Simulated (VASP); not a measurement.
# Cr (I4/mmm) in VASP: single point with PBE

Aim: the single point of Cr with PBE.

Everything below comes from runs of VASP 6.6.1. Logs are shortened: lines on timing, memory, paths and dates and some standing lists are left out, and cuts for length are marked.

### Step 1. The cell of the first run

Symmetry: I4/mmm, No. 139, tetragonal system. The conventional cell has a = 2.735 Å, b = 2.735 Å, c = 2.989 Å, α = 90.00°, β = 90.00°, γ = 90.00°. Cr (site symmetry 4/mmm) has 14 Cr at 2.44 to 2.99 Å within 3.2 Å.

### Step 2. Single point, PBE

Input file INCAR:

```
PREC     = Accurate       # precision mode
ENCUT    = 520            # plane-wave cutoff, eV
EDIFF    = 1E-6           # SCF threshold, eV
ISMEAR   = 0              # smearing method
SIGMA    = 0.1            # smearing width, eV
LREAL    = False          # projectors in reciprocal space
LASPH    = True           # aspherical terms in the spheres
NELM     = 80             # most SCF steps
ALGO     = Fast           # electronic algorithm
ISIF     = 2              # what is computed and relaxed
LWAVE    = False          # write WAVECAR
LCHARG   = False          # write CHGCAR
GGA      = PE             # functional
ISYM     = 0            
NBANDS   = 19             # bands
```

Input file KPOINTS:

```
Automatic mesh
0
Gamma
  9 9 23
```

Input file POSCAR:

```
Cr
1.0
    3.8679403904      0.0000000000      0.0000000000
    0.0000000000      3.8679403904      0.0000000000
    0.0000000000      1.9339701952      1.4946627607
Cr
2
Direct
    0.5000000000      0.5000000000      0.0000000000
    0.0000000000      0.0000000000      0.0000000000
```

Potentials or basis: VASP PAW PBE potentials, release 64 (Cr_pv).

Command:

```bash
$ cat potpaw_PBE.64/Cr_pv/POTCAR > POTCAR
$ mpirun -np 1 vasp_std > vasp.out
```

OUTCAR:

```text
PREC = Accurate
   ENCUT = 520
   EDIFF = 1E-6
   ISMEAR = 0
   LREAL = False
   LASPH = True
   NELM = 80
   ISIF = 2
   GGA = PE
   ISYM = 0

 ion  position               nearest neighbor table
   1  0.500  0.500  0.000-   2 2.44   2 2.44   2 2.44   2 2.44   2 2.74   2 2.74   2 2.74   2 2.74

   2  0.000  0.000  0.000-   1 2.44   1 2.44   1 2.44   1 2.44   1 2.74   1 2.74   1 2.74   1 2.74

IMPORTANT INFORMATION: All symmetrisations will be switched off!
NOSYMM: (Re-)initialisation of all symmetry stuff for point group C_1.

----------------------------------------------------------------------------------------

                                     Primitive cell

  volume of cell :      22.3616

  direct lattice vectors                    reciprocal lattice vectors
     3.867940390  0.000000000  0.000000000     0.258535525  0.000000000  0.000000000
     0.000000000  3.867940390  0.000000000     0.000000000  0.258535525 -0.334523622
     0.000000000  1.933970195  1.494662761     0.000000000  0.000000000  0.669047243

  length of vectors
     3.867940390  3.867940390  2.444229425     0.258535525  0.422784426  0.669047243

  position of ions in fractional coordinates (direct lattice)
     0.500000000  0.500000000  0.000000000
     0.000000000  0.000000000  0.000000000

  ion indices of the primitive-cell ions
   primitive index   ion index
                 1           1
                 2           2

----------------------------------------------------------------------------------------

 KPOINTS: Automatic mesh

Automatic generation of k-mesh.
 Grid dimensions read from file:
 generate k-points for:    9    9   23

 Generating k-lattice:

  Cartesian coordinates                     Fractional coordinates (reciprocal lattice)
     0.028726169  0.000000000  0.000000000     0.111111111  0.000000000  0.000000000
     0.000000000  0.028726169 -0.037169291     0.000000000  0.111111111  0.000000000
     0.000000000  0.000000000  0.029089011     0.000000000  0.000000000  0.043478261

  Length of vectors
     0.028726169  0.046976047  0.029089011

  Shift w.r.t. Gamma in fractional coordinates (k-lattice)
     0.000000000  0.000000000  0.000000000

 -----------------------------------------------------------------------------
|                                                                             |
|           W    W    AA    RRRRR   N    N  II  N    N   GGGG   !!!           |
|           W    W   A  A   R    R  NN   N  II  NN   N  G    G  !!!           |
|           W    W  A    A  R    R  N N  N  II  N N  N  G       !!!           |
|           W WW W  AAAAAA  RRRRR   N  N N  II  N  N N  G  GGG   !            |
|           WW  WW  A    A  R   R   N   NN  II  N   NN  G    G                |
|           W    W  A    A  R    R  N    N  II  N    N   GGGG   !!!           |
|                                                                             |
|     Your reciprocal lattice and k-lattice belong to different lattice       |
|     classes:                                                                |
|                                                                             |
|        The reciprocal lattice is base centered orthorhombic,                |
|        whereas your k-lattice is simple monoclinic.                         |
|                                                                             |
|     Results are often still useful ...                                      |
|                                                                             |
 -----------------------------------------------------------------------------

 WARNING: IBZKPT: internal override: KBLOWUP is changed to .FALSE.
      ... skipping the blow-up phase ...

 Subroutine IBZKPT returns following result:
 ===========================================

 Found    932 irreducible k-points:

 Following reciprocal coordinates:
            Coordinates               Weight
  0.000000  0.000000  0.000000      1.000000
  0.111111  0.000000  0.000000      2.000000
  0.222222  0.000000  0.000000      2.000000
  0.333333  0.000000  0.000000      2.000000
  0.444444  0.000000  0.000000      2.000000
  0.000000  0.111111  0.000000      2.000000
[... 16 lines left out ...]
 -0.111111  0.222222  0.000000      2.000000
  0.000000  0.333333 -0.000000      2.000000
 [... further k-points ...]
   k-points           NKPTS =    932   k-points in BZ     NKDIM =    932   number of bands    NBANDS=     19
   number of dos      NEDOS =    301   number of ions     NIONS =      2
   total plane-waves  NPLWV =  16200
   dimension x,y,z NGX =    30 NGY =   30 NGZ =   18
   dimension x,y,z NGXF=    60 NGYF=   60 NGZF=   36
   ions per type =               2
   NGX,Y,Z   is equivalent  to a cutoff of  12.89, 12.89, 12.24 a.u.
   NGXF,Y,Z  is equivalent  to a cutoff of  25.79, 25.79, 24.49 a.u.
 SYSTEM =  unknown system
   PREC   = accura    normal or accurate (medium, high low for compatibility)
   ISTART =      0    job   : 0-new  1-cont  2-samecut
   ICHARG =      2    charge: 1-file 2-atom 10-const
   ISPIN  =      1    spin polarized calculation?
   LNONCOLLINEAR =      F non collinear calculations
   LSORBIT =      F    spin-orbit coupling
   LASPH  =      T    aspherical Exc in radial PAW
   ENCUT  =  520.0 eV  38.22 Ry    6.18 a.u.   7.19  7.19  4.54*2*pi/ulx,y,z
   NELM   =     80;   NELMIN=  2; NELMDL= -5     # of ELM steps
   EDIFF  = 0.1E-05   stopping-criterion for ELM
   LREAL  =      F    real-space projection
   EDIFFG = 0.1E-04   stopping-criterion for IOM
   NSW    =      0    number of steps for IOM
   IBRION =     -1    ionic relax: 0-MD 1-quasi-New 2-CG
   NFREE  =      0    steps in history (QN), initial steepest desc. (CG)
   ISIF   =      2    stress and relaxation
   ISYM   =      0    0-nonsym 1-usesym 2-fastsym
   POTIM  = 0.5000    time-step for ionic-motion
   TEBEG  =    0.0;   TEEND  =   0.0 temperature during run
   PSTRESS=    0.0 pullay stress
   NELECT =      24.0000    total number of electrons
   NUPDOWN=      -1.0000    fix difference up-down
   EMIN   =  10.00;   EMAX   =-10.00  energy-range for DOS
   EFERMI =   0.00;   METHOD = LEGACY
   ISMEAR =     0;   SIGMA  =   0.10  broadening in eV -4-tet -1-fermi 0-gaus
   EFERMI_NEDOS =   21; number of points for ismear=-14 and -15
   IALGO  =     68    algorithm
   IMIX   =      4    mixing-type and parameters
     AMIX     =   0.40;   BMIX     =  1.00
     AMIX_MAG =   1.60;   BMIX_MAG =  1.00
  volume/ion in A,a.u.               =      11.18        75.45
  Fermi-wavevector in a.u.,A,eV,Ry     =   1.676143  3.167450 38.224947  2.809454
  Thomas-Fermi vector in A             =   2.760638
   LORBIT       =      0    0 simple, 1 ext, 2 COOP (PROOUT), +10 PAW based schemes
   GGA     = PE    functional components
   LHFCALC =     F    Hartree Fock is set to
   AEXX    =    0.0000 exact exchange contribution
   IVDW    =     0    specifies the selected vdW correction
   LEPSILON=     F    determine dielectric tensor
   LRPA    =     F    only Hartree local field effects (RPA)
 non-spin polarized calculation
 RMM-DIIS sequential band-by-band and
 Gauss-broadening in eV      SIGMA  =   0.10
  energy-cutoff  :      520.00
  volume of cell :       22.36
 maximum number of plane-waves:       617
 NGX is ok and might be reduce to    30
   NGX = 15   NGY = 15   NGZ =  9

 number of electron      24.0000003 magnetization

 Free energy of the ion-electron system (eV)
  ---------------------------------------------------
  ext. energy  EPLUGINS =         0.00000000
  ---------------------------------------------------
  free energy    TOTEN  =       -18.88780609 eV

  energy without entropy =      -18.88021877  energy(sigma->0) =      -18.88401243

 E-fermi :  11.4685     XC(G=0): -13.8625

 val. band max:       11.4680281402   @ k =  -0.1111  -0.1111   0.0870
 cond. band min:      11.4697187128   @ k =   0.3333   0.4444   0.3043
 fundamental gap:      0.0016905727
 Fermi energy:        11.4684843806

 k-point     1 :       0.0000    0.0000    0.0000
  band No.  band energies     occupation
      1     -32.2126      2.00000
      2     -31.5975      2.00000
      3     -31.2782      2.00000
      4     -31.2390      2.00000
      5     -31.2166      2.00000
      6     -31.2143      2.00000
[... 11 lines left out ...]
     18      14.4789      0.00000
     19      18.5831      0.00000

 k-point     2 :       0.1111    0.0000    0.0000
  band No.  band energies     occupation
      1     -32.1842      2.00000
      2     -31.5870      2.00000
      3     -31.2763      2.00000
      4     -31.2501      2.00000
      5     -31.2484      2.00000
      6     -31.2162      2.00000
[... 11 lines left out ...]
     18      14.3119      0.00000
     19      18.5836      0.00000

 k-point     3 :       0.2222    0.0000    0.0000
  band No.  band energies     occupation
      1     -32.1017      2.00000
      2     -31.5564      2.00000
      3     -31.3392      2.00000
      4     -31.2818      2.00000
      5     -31.2707      2.00000
      6     -31.2217      2.00000
[... 11 lines left out ...]
     18      13.8541      0.00000
     19      18.5848      0.00000

 k-point     4 :       0.3333    0.0000    0.0000
  band No.  band energies     occupation
      1     -31.9740      2.00000
      2     -31.5094      2.00000
      3     -31.4765      2.00000
      4     -31.3302      2.00000
      5     -31.2622      2.00000
      6     -31.2302      2.00000
[... 11 lines left out ...]
     18      13.2078      0.00000
     19      18.5852      0.00000

 k-point     5 :       0.4444    0.0000    0.0000
  band No.  band energies     occupation
      1     -31.8146      2.00000
      2     -31.6419      2.00000
      3     -31.4513      2.00000
      4     -31.3891      2.00000
      5     -31.2517      2.00000
      6     -31.2406      2.00000
[... 11 lines left out ...]
     18      12.8018      0.00000
     19      18.5854      0.00000

 k-point     6 :       0.0000    0.1111    0.0000
  band No.  band energies     occupation
      1     -32.1739      2.00000
      2     -31.6285      2.00000
      3     -31.3201      2.00000
      4     -31.3166      2.00000
      5     -31.2372      2.00000
      6     -31.2299      2.00000
[... 11 lines left out ...]
     18      15.8444      0.00000
     19      18.5841      0.00000

 k-point     7 :       0.1111    0.1111    0.0000
  band No.  band energies     occupation
      1     -32.1506      2.00000
      2     -31.6151      2.00000
      3     -31.3520      2.00000
      4     -31.3145      2.00000
      5     -31.2493      2.00000
      6     -31.2276      2.00000
[... 11 lines left out ...]
     18      15.4858      0.00000
     19      18.5822      0.00000

 k-point     8 :       0.2222    0.1111    0.0000
  band No.  band energies     occupation
      1     -32.0832      2.00000
      2     -31.5767      2.00000
      3     -31.4383      2.00000
      4     -31.3085      2.00000
      5     -31.2672      2.00000
      6     -31.2429      2.00000
[... 256 lines left out ...]
 k-point    20 :      -0.4444    0.2222    0.0000
  band No.  band energies     occupation
      1     -31.9546      2.00000
      2     -31.8660      2.00000
      3     -31.4684      2.00000
      4     -31.4014      2.00000
      5     -31.3129      2.00000
      6     -31.2804      2.00000
[... 11 lines left out ...]
     18      13.8967      0.00000
     19      18.5849      0.00000

 k-point    21 :      -0.3333    0.2222    0.0000
  band No.  band energies     occupation
      1     -32.0183      2.00000
      2     -31.7628      2.00000
      3     -31.5577      2.00000
      4     -31.3606      2.00000
      5     -31.3357      2.00000
      6     -31.2465      2.00000
[... 11 lines left out ...]
     18      14.9758      0.00000
     19      18.5847      0.00000

 k-point    22 :      -0.2222    0.2222    0.0000
  band No.  band energies     occupation
      1     -32.0534      2.00000
      2     -31.6607      2.00000
      3     -31.6505      2.00000
      4     -31.3504      2.00000
      5     -31.3344      2.00000
      6     -31.2289      2.00000
[... 11 lines left out ...]
     18      16.2077      0.00000
     19      18.5847      0.00000

 k-point    23 :      -0.1111    0.2222    0.0000
  band No.  band energies     occupation
      1     -32.0644      2.00000
      2     -31.7236      2.00000
      3     -31.5818      2.00000
      4     -31.3590      2.00000
      5     -31.3129      2.00000
      6     -31.2338      2.00000
[... 11 lines left out ...]
     18      17.4496      0.00000
     19      18.5835      0.00000

 k-point    24 :       0.0000    0.3333   -0.0000
  band No.  band energies     occupation
      1     -31.9304      2.00000
      2     -31.9063      2.00000
      3     -31.8163      2.00000
      4     -31.4061      2.00000
      5     -31.3577      2.00000
      6     -31.2660      2.00000
[... 11 lines left out ...]
     18      20.0894      0.00000
     19      20.6405      0.00000

 [... further k-points ...]
[... 5 lines left out ...]
  --------------------------------------------------------------------------------------
  -------------------------------------------------------------------------------------
  Total        2.7336813      2.7330650     -1.4488578      0.0000288      0.0098010      0.0000098
  in kB      195.8644917    195.8203304   -103.8086632      0.0020638      0.7022249      0.0007042
  external PRESSURE =      95.9587196 kB  Pullay stress =       0.0000000 kB

 VOLUME and BASIS-vectors are now :
 -----------------------------------------------------------------------------
  energy-cutoff  :      520.00
  volume of cell :       22.36
      direct lattice vectors                 reciprocal lattice vectors
     3.867940390  0.000000000  0.000000000     0.258535525  0.000000000  0.000000000
     0.000000000  3.867940390  0.000000000     0.000000000  0.258535525 -0.334523622
     0.000000000  1.933970195  1.494662761     0.000000000  0.000000000  0.669047243

 POSITION                                       TOTAL-FORCE (eV/Angst)
 -----------------------------------------------------------------------------------
      1.93397      1.93397      0.00000        -0.000021      0.000007     -0.000008
      0.00000      0.00000      0.00000         0.000021     -0.000007      0.000008
 -----------------------------------------------------------------------------------
    total drift:                               -0.000014      0.000001     -0.000009

  FREE ENERGIE OF THE ION-ELECTRON SYSTEM (eV)
  ---------------------------------------------------
  free  energy   TOTEN  =       -18.8878060914 eV

  energy  without entropy=      -18.8802187681  energy(sigma->0) =      -18.88401243
```

Wall time 7.2 min (1 thread of Intel Xeon 6975P-C, shared host); peak memory 0.41 GiB.

Results:

```
Free energy            : -18.8878 eV
Pressure               : 9.6 GPa
Band gap on the k mesh : zero (band 12 reaches 13.17 eV, above the bottom of band 13 at 10.72 eV)
```

Levels at points of the mesh, in eV from the Fermi level:
```tsv
k point	band 9	band 10	band 11	band 12	band 13	band 14	band 15	band 16
(0.00, 0.00, 0.00)	-3.14	-1.15	-1.15	-0.45	0.72	1.48	1.68	1.77
```

Caveat: the run has no spin polarisation, though such a crystal can be magnetic.
